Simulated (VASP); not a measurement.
LiH: single point with r2SCAN

Crystal: LiH.

```
CELL_PARAMETERS angstrom
0.00000 2.03675 2.03675
2.03675 0.00000 2.03675
2.03675 2.03675 0.00000
ATOMIC_POSITIONS crystal
Li 0.00000 0.00000 0.00000
H 0.50000 0.50000 0.50000
```

```json
{"Program": "VASP 6.6.1", "Task": "single point", "Functional": "r2SCAN", "Potentials or basis": "VASP PAW PBE potentials, release 64 (Li_sv, H)", "Cutoff": "520 eV", "k mesh": "11 × 11 × 11", "Occupations": "tetrahedron", "Spin": "no spin polarisation", "Dipole correction": "no", "Further INCAR settings": "ALGO = Normal; EDIFF = 1e-06; NBANDS = 9; ISYM = 0"}
```

```yaml
Band_gap_on_the_k_mesh: 3.80 eV, direct
```

Levels at points of the mesh, in eV from the valence-band top:
| k point | band 1 | band 2 | band 3 | band 4 | band 5 | band 6 |
| --- | --- | --- | --- | --- | --- | --- |
| (0.00, 0.00, 0.00) | -45.74 | -5.22 | 17.02 | 18.91 | 18.91 | 18.91 |

Run time: 4.8 min on 1 thread of AMD EPYC 9R14 (Zen 4), with other jobs on the host, peak memory 0.18 GiB.

 A k mesh can miss the band edges.
